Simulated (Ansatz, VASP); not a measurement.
NbTe: VASP beside Ansatz

INCAR

```
PREC = Accurate
ENCUT = 500
EDIFF = 1E-6
ISMEAR = 0
SIGMA = 0.014
LREAL = False
LASPH = True
NELM = 120
ALGO = Normal
ISIF = 2
LWAVE = False
LCHARG = False
GGA = PE
NBANDS = 16
GGA_COMPAT = False
```

KPOINTS

```
regular mesh
0
Gamma
  8 8 7
```

File POSCAR:

```
NbTe
1.0
    3.7029743866      0.0000000000      0.0000000000
   -1.8514871933      3.2068698884      0.0000000000
    0.0000000000      0.0000000000      3.6942110000
Te Nb
1 1
Direct
    0.6666666667      0.3333333333      0.0000000000
    0.0000000000      0.0000000000      0.5000000000
```

Contents of input.yaml:

```yaml
crystal:
  lattice:
    - [3.7029743866, 0.0, 0.0]
    - [-1.8514871933, 3.2068698884, 0.0]
    - [0.0, 0.0, 3.694211]
  atoms:
    - { symbol: Te, position: [0.6666666667, 0.3333333333, 0.0] }
    - { symbol: Nb, position: [0.0, 0.0, 0.5] }
hamiltonian:
  xc: pbe
  pseudopotentials: { kind: paw }
kpoints:
  mp_grid: { grid: [8, 8, 7] }
scf:
  occupations: { method: gaussian, width: 0.014 }
output:
  forces: true
  stress: true
  eigenvalues: true
```

Alike in both runs: task single point; functional PBE; k mesh 8 × 8 × 7; occupations gaussian, width 0.014 eV; no spin polarisation.

```csv
,VASP,Ansatz
version,VASP 6.6.1,Ansatz 0.2.0
potentials or method,"VASP PAW PBE potentials, release 64 (Te, Nb_sv)",Ansatz PAW
plane-wave cutoff (eV),500,420
valence electrons in the cell,19,29
```

Ansatz gave:

* gap on the k mesh at the Fermi level (eV): none
* pressure (GPa): -0.6
* traceless stress, the component that is largest in VASP (GPa): 0.92

Question: What did VASP give for the same quantities?

Answer: gap on the k mesh at the Fermi level (eV): none; pressure (GPa): -0.9; traceless stress, the component that is largest in VASP (GPa): 0.88.

A gap of «none» marks a metal or a gap that the smearing closes. VASP's potentials hold 19 valence electrons a cell and Ansatz's 29, so a difference there can come from the potentials and not from the codes.

Spin-orbit coupling is off throughout.
